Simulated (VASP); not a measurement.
Write the native input for VASP 6.6.1 that does the following.

- Task: single point
- Functional: PBE
- Potentials or basis: VASP PAW PBE potentials, release 64 (Nb_sv)
- Cutoff: 520 eV
- k mesh: 22 × 22 × 22
- Occupations: fermi-dirac, width 0.05 eV
- Spin: collinear spin
- Starting moments: [1.0] μB
- Dipole correction: no
- Further INCAR settings: ALGO = Normal; EDIFF = 1e-06; NBANDS = 16

The structure of Nb lies in POSCAR:

```
Nb
1.0
   -1.5845880299      1.5845880299      1.5845880299
    1.5845880299     -1.5845880299      1.5845880299
    1.5845880299      1.5845880299     -1.5845880299
Nb
1
Direct
    0.0000000000      0.0000000000      0.0000000000
```

One way to write it, as run:

INCAR

```
SYSTEM = Nb
PREC = Accurate ; ENCUT = 520
EDIFF = 1E-6 ; ISMEAR = -1
SIGMA = 0.05 ; LREAL = .FALSE.
LASPH = .TRUE. ; NELM = 150
ALGO = Normal ; ISIF = 2
LWAVE = .FALSE. ; LCHARG = .TRUE.
ISPIN = 2 ; MAGMOM = 1
LORBIT = 11 ; LMAXMIX = 4
GGA = PE ; LELF = .TRUE.
LVHAR = .TRUE. ; NBANDS = 16
```

KPOINTS

```
Automatic mesh
0
G
  22 22 22
  0 0 0
```

Potentials or basis: VASP PAW PBE potentials, release 64 (Nb_sv).

Launch:

```bash
$ cat potpaw_PBE.64/Nb_sv/POTCAR > POTCAR
$ mpirun -np 1 vasp_std > vasp.out
```

Results of the run:

```
Pressure                                              : 27.7 GPa
Net moment                                            : 0.00 μB per cell
Valence electrons inside the program's atomic spheres : Nb 10.94
```

Caveat: the cell stands under pressure.

It took 90 s on 1 thread of AMD EPYC 9R45 96-Core Processor (Zen 5), with other jobs on the host, peak memory 0.19 GiB.
